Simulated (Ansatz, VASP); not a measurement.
PbS in VASP and in Ansatz

The input POSCAR:

```
PbS
1.0
    2.0937276126     -6.0309754790      0.0000000000
    2.0937276126      6.0309754790      0.0000000000
    0.0000000000      0.0000000000      4.3076616397
Pb S
2 2
Direct
    0.8694366500      0.1305633500      0.7500000000
    0.1305633500      0.8694366500      0.2500000000
    0.6452029100      0.3547970900      0.7500000000
    0.3547970900      0.6452029100      0.2500000000
```

Contents of INCAR.step1:

```
SYSTEM = PbS
PREC = Accurate
ENCUT = 520
ISMEAR = -1
SIGMA = 0.02
LREAL = .False.
LASPH = .True.
NELM = 60
NBANDS = 28
GGA = PE
ALGO = Normal
EDIFF = 1E-4
LWAVE = .True.
LCHARG = .False.
```

INCAR.step2

```
SYSTEM = PbS
PREC = Accurate
ENCUT = 520
EDIFF = 1E-6
ISMEAR = -1
SIGMA = 0.02
LREAL = .False.
LASPH = .True.
NELM = 60
ALGO = Normal
ISIF = 2
LWAVE = .False.
LCHARG = .False.
METAGGA = R2SCAN
LMIXTAU = .True.
NBANDS = 28
ISTART = 1
```

Contents of KPOINTS:

```
regular mesh
0
Gamma
  4 4 4
  0 0 0
```

Input for Ansatz:

```yaml
crystal:
  lattice:
    - [2.0937276125646456, -6.030975478992198, 0.0]
    - [2.0937276125646456, 6.030975478992198, 0.0]
    - [0.0, 0.0, 4.30766163970013]
  atoms:
    - { symbol: Pb, position: [0.86943665, 0.13056335, 0.75] }
    - { symbol: Pb, position: [0.13056335, 0.86943665, 0.25] }
    - { symbol: S, position: [0.64520291, 0.35479709, 0.75] }
    - { symbol: S, position: [0.35479709, 0.64520291, 0.25] }
basis:
  ecutwfc: 500.0
kpoints:
  mp_grid:
    grid: [4, 4, 4]
hamiltonian:
  xc: r2scan
scf:
  occupations:
    method: fermi_dirac
    width: 0.02
output:
  stress: true
```

Alike in both runs: task single point; functional r2SCAN; k mesh 4 × 4 × 4; occupations fermi-dirac, width 0.02 eV; no spin polarisation.

|  | VASP | Ansatz |
| --- | --- | --- |
| version | VASP 6.6.1 | Ansatz 0.2.0 |
| potentials or method | VASP PAW PBE potentials, release 64 (Pb_d, S), cutoff 520 eV | plane waves, PAW |
| valence electrons in the cell | 40 | 40 |

|  | VASP | Ansatz | Ansatz less VASP |
| --- | --- | --- | --- |
| pressure (GPa) | -1.2 | -1.2 | 0.00 |
| traceless stress, the component that is largest in VASP (GPa) | -0.14 | -0.14 | -0.001 |

VASP's potentials were made for PBE, not for r2SCAN.

Neither program's run includes spin-orbit coupling.
